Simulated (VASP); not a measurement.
The system is Al3GaAs4.

```
Al Ga As
1.0
     6.37927   -1.92342    0.00000
     6.37927    1.92342    0.00000
    -1.15987    0.00000    6.56120
Al Ga As
3 1 4
Direct
  0.00000 0.00000 0.00000
  0.50000 0.50000 0.50000
  0.25000 0.25000 0.75000
  0.75000 0.75000 0.25000
  0.56250 0.56250 0.18750
  0.06250 0.06250 0.68750
  0.81250 0.81250 0.93750
  0.31250 0.31250 0.43750
```

- Program: VASP 6.6.1
- Task: relaxation of cell and atoms
- Functional: PBE
- Potentials or basis: VASP PAW PBE potentials, release 64 (Al, Ga_d, As)
- Cutoff: 500 eV
- k mesh: 6 × 6 × 4
- Occupations: fermi-dirac, width 0.02 eV
- Spin: no spin polarisation

At the start: pressure 14.8 GPa; volume 20.13 Å³/atom.

How do energy, volume and symmetry change on relaxing?

Over 10 steps the energy falls by 139.8 meV/atom and the volume is 23.60 Å³/atom (+17.3 %); space group Cm (No. 8, to 0.1 Å) before and after.

The path:
```
step  energy change (eV)  largest force (eV/Å)  pressure (GPa)  volume (Å³)
   1              0.0000                0.0904           14.84       161.01
   2             -0.7637                0.0722           -5.25       208.49
   3             -1.1175                0.0643           -0.01       188.80
   4             -1.1172                0.0643            0.20       188.22
   5             -1.1176                0.0342            0.20       188.22
   6             -1.1179                0.0176            0.20       188.24
   7             -1.1182                0.0093            0.00       188.79
   8             -1.1182                0.0091            0.00       188.80
   9             -1.1182                0.0056            0.00       188.80
  10             -1.1182                0.0046            0.00       188.79
```

Final structure:
```
Al Ga As
1.0
     6.72570   -2.03008   -0.00267
     6.72570    2.03008   -0.00267
    -1.22560    0.00000    6.91391
Al Ga As
3 1 4
Cartesian
  -1.2239 0.0000 6.9137
  6.1165 0.0000 3.4557
  2.4401 0.0000 5.1860
  9.7817 0.0000 1.7236
  7.3282 0.0000 1.2912
  -0.0031 0.0000 4.7525
  9.7842 0.0000 6.4697
  3.6718 0.0000 3.0313
```

Caveat: the volume moved by over 15 % at a fixed basis, so the end points are rough.
